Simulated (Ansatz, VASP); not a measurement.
Two plane-wave programs on W

Contents of INCAR:

```
PREC = Accurate ; ENCUT = 600
EDIFF = 1E-6 ; ISMEAR = -1
SIGMA = 0.05 ; LREAL = F
LASPH = T ; NELM = 60
ALGO = Normal ; ISIF = 3
LWAVE = F ; LCHARG = F
GGA = CA ; IBRION = 2
NSW = 60 ; EDIFFG = -0.005
```

File KPOINTS:

```
regular mesh
0
Gamma
  18 18 18
```

Contents of POSCAR:

```
W
1.0
    0.0000000000      1.9751508724      1.9751508724
    1.9751508724      0.0000000000      1.9751508724
    1.9751508724      1.9751508724      0.0000000000
W
1
Direct
    0.0000000000      0.0000000000      0.0000000000
```

Input for Ansatz:

```yaml
crystal:
  lattice:
    - [0.0, 1.9751508724, 1.9751508724]
    - [1.9751508724, 0.0, 1.9751508724]
    - [1.9751508724, 1.9751508724, 0.0]
  atoms:
    - { symbol: W, position: [0.0, 0.0, 0.0] }
kpoints:
  mp_grid: { grid: [18, 18, 18] }
scf:
  occupations: { method: fermi_dirac, width: 0.05 }
hamiltonian:
  xc: lda
  pseudopotentials: { kind: paw }
output:
  forces: true
  stress: true
relax:
  f_tol: 0.005
  max_steps: 40
  cell: {}
```

Alike in both runs: task relaxation of cell and atoms; functional LDA; k mesh 18 × 18 × 18; occupations fermi-dirac, width 0.05 eV; no spin polarisation.

```csv
,VASP,Ansatz
version,VASP 6.6.1,Ansatz 0.2.0
potentials or method,"VASP PAW LDA potentials, release 64 (W_sv)","PAW with Ansatz's default frozen-core files, scalar-relativistic"
plane-wave cutoff (eV),600,420
valence electrons in the cell,14,14
```

```csv
,VASP,Ansatz,Ansatz less VASP
relaxed volume (Å³/atom),15.77,15.68,-0.094
relaxed cell length with the largest relative difference (Å),2.815,2.809,-0.0056
```

LDA's correlation is that of Perdew and Zunger in VASP and of Perdew and Wang (1992) in Ansatz.

Spin-orbit coupling is off throughout.
